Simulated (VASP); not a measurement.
Here is a VASP 6.6.1 calculation.

INCAR

```
PREC = Accurate
ENCUT = 500
EDIFF = 1E-6
ISMEAR = 0
SIGMA = 0.1
LREAL = F
LASPH = T
NELM = 120
ALGO = Normal
ISIF = 2
LWAVE = F
LCHARG = T
GGA = PE
LELF = T
LVHAR = T
NBANDS = 12
GGA_COMPAT = F
```

Contents of KPOINTS:

```
regular mesh
0
Gamma
  8 8 8
```

POSCAR

```
Zn
1.0
    0.0000000000      2.1214304476      2.1214304476
    2.1214304476      0.0000000000      2.1214304476
    2.1214304476      2.1214304476      0.0000000000
Zn
1
Direct
    0.0000000000      0.0000000000      0.0000000000
```

Potentials or basis: VASP PAW PBE potentials, release 64 (Zn).

Launch:

```sh
$ cat potpaw_PBE.64/Zn/POTCAR > POTCAR
$ mpirun -np 1 vasp_std > vasp.out
```

(1) What does it give for the band gap on the k mesh?

(2) Predict the pressure.

Results:

(1) zero (bands 6 and 7 overlap by 3.57 eV).

(2) -8.4 GPa.

Caveat: the cell differs from its parent crystal (Mg replaced by Zn, lengths x 0.919, strained); the cell stands under tension.
